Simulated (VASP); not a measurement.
Here is a VASP 6.6.1 calculation.

File INCAR:

```
AGGAC = 1.0
AGGAX = 1.0
ALDAC = 0.0
ALDAX = 1.0
ALGO = Normal
EDIFF = 1E-6
EDIFFG = -0.01
ENCUT = 600
GGA = B5
IBRION = 2
ISIF = 3
ISMEAR = -1
IVDW = 12
LASPH = True
LCHARG = False
LREAL = False
LWAVE = False
NELM = 80
NSW = 80
PREC = Accurate
SIGMA = 0.05
VDW_A1 = 0.4298
VDW_A2 = 4.2359
VDW_S6 = 1.0
VDW_S8 = 2.6996
```

KPOINTS

```
k-points
0
Gamma
  12 12 12
```

POSCAR

```
Rh
1.0
    0.0000000000      1.8978500000      1.8978500000
    1.8978500000      0.0000000000      1.8978500000
    1.8978500000      1.8978500000      0.0000000000
Rh
1
Direct
    0.0000000000      0.0000000000      0.0000000000
```

Potentials or basis: VASP PAW PBE potentials, release 64 (Rh_pv).

Launch:

```console
$ cat potpaw_PBE.64/Rh_pv/POTCAR > POTCAR
$ mpirun -np 1 vasp_std > vasp.out
```

Q: Estimate the relaxed volume.

A: 13.84 Å³/atom.

Q: What does it give for the dispersion energy per atom?

A: -1.483 eV.

Q: What does it give for the space group after relaxing (to 0.05 Å)?

A: Fm-3m (No. 225).

Step by step:
| step | energy change (eV) | largest force (eV/Å) | pressure (GPa) | volume (Å³) |
| --- | --- | --- | --- | --- |
| 1 | 0.0000 | 0.0000 | 3.44 | 13.67 |
| 2 | 0.0081 | 0.0000 | -7.40 | 14.26 |
| 3 | -0.0018 | 0.0000 | -0.01 | 13.84 |

Caveat: the PAW data sets were made with another functional, which shifts forces and pressure a little; pairwise dispersion overbinds metals, which lowers pressure and volume. Zero-point motion and thermal expansion aren't in these numbers.
